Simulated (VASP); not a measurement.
## Al: single point with r2SCAN

The system is Al.

```
Al
1.0
     2.67183    0.00000    0.00000
    -1.33592    2.31387    0.00000
     0.00000    0.00000    4.62351
Al
2
Cartesian
  1.3359 0.7713 3.4676
  0.0000 1.5426 1.1559
```

This cell differs from its parent crystal: strain -0.050 along x and y, -0.050 along z.

```json
{
  "Program": "VASP 6.6.1",
  "Task": "single point",
  "Functional": "r2SCAN",
  "Potentials or basis": "VASP PAW PBE potentials, release 64 (Al)",
  "Cutoff": "520 eV",
  "k mesh": "18 × 18 × 10",
  "Occupations": "gaussian, width 0.15 eV",
  "Spin": "no spin polarisation"
}
```

| Item | Value |
| --- | --- |
| Pressure | 12.9 GPa |
| Band gap on the k mesh | zero (band 3 reaches 13.77 eV, above the bottom of band 4 at 6.23 eV) |

Stress tensor (GPa, compression positive):
```
15.21  0.00  0.00
 0.00 15.21  0.00
 0.00  0.00  8.38
```

Levels at points of the mesh, in eV from the Fermi level:
```
           k point  band 1  band 2  band 3  band 4  band 5  band 6  band 7
(0.00, 0.00, 0.00)  -12.91   -5.98   -5.53   12.51   13.29   13.29   13.66
(0.50, 0.00, 0.00)   -5.95   -5.72    0.58    1.00    1.12    1.91    7.59
(0.00, 0.00, 0.50)  -11.09  -11.09    2.76    2.76   14.15   14.15   14.15
(0.50, 0.00, 0.50)   -4.65   -4.65   -3.37   -3.37    8.06    8.06    9.10
```

It took 2.1 min on 1 thread of Intel(R) Xeon(R) Platinum 8259CL CPU @ 2.50GHz (Skylake/Cascade Lake), with other jobs on the host, peak memory 0.17 GiB.

Caveat: the cell differs from its parent crystal (strain -0.050 along x and y, -0.050 along z); the PAW data sets were made with another functional, which shifts forces and pressure a little.
